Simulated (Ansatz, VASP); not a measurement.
## Li in VASP and in Ansatz

Contents of INCAR:

```
SYSTEM = Li
PREC = Accurate
ENCUT = 650
EDIFF = 1E-8
ISMEAR = -1
SIGMA = 0.08
LREAL = .False.
LASPH = .True.
NELM = 120
ALGO = Normal
ISIF = 2
LWAVE = .False.
LCHARG = .False.
GGA = PS
LEFG = .True.
NBANDS = 8
GGA_COMPAT = .False.
```

File KPOINTS:

```
regular mesh
0
Gamma
  13 13 13
  0 0 0
```

Contents of POSCAR:

```
Li
1.0
    0.0000000000      2.1946353965      2.1946353965
    2.1946353965      0.0000000000      2.1946353965
    2.1946353965      2.1946353965      0.0000000000
Li
1
Direct
    0.0000000000      0.0000000000      0.0000000000
```

Input for Ansatz:

```yaml
crystal:
  lattice:
    - [0.0, 2.1946353965, 2.1946353965]
    - [2.1946353965, 0.0, 2.1946353965]
    - [2.1946353965, 2.1946353965, 0.0]
  atoms:
    - { symbol: Li, position: [0.0, 0.0, 0.0] }
kpoints:
  mp_grid: { grid: [13, 13, 13] }
scf:
  occupations: { method: fermi_dirac, width: 0.08 }
hamiltonian:
  xc: pbesol
  pseudopotentials: { kind: all_electron, datasets: crystal }
output:
  forces: true
  stress: true
  eigenvalues: true
  efg: { contact_densities: true }
```

Change from the starting cell: volume scaled by 0.99, crystal datasets.

Alike in both runs: task electric field gradients; functional PBEsol; k mesh 13 × 13 × 13; occupations fermi-dirac, width 0.08 eV; no spin polarisation.

|  | VASP | Ansatz |
| --- | --- | --- |
| version | VASP 6.6.1 | Ansatz 0.2.0 |
| potentials or method | VASP PAW PBE potentials, release 64 (Li_sv), cutoff 650 eV | all-electron PAW with datasets made for the crystal, scalar-relativistic |

VASP gave:

- pressure (GPa): -0.7

Task: Estimate Ansatz's values.

Result: Pressure (GPa): -0.6.

VASP's potentials were made for PBE, not for PBEsol. Ansatz ran all-electron here, and VASP with PAW potentials.
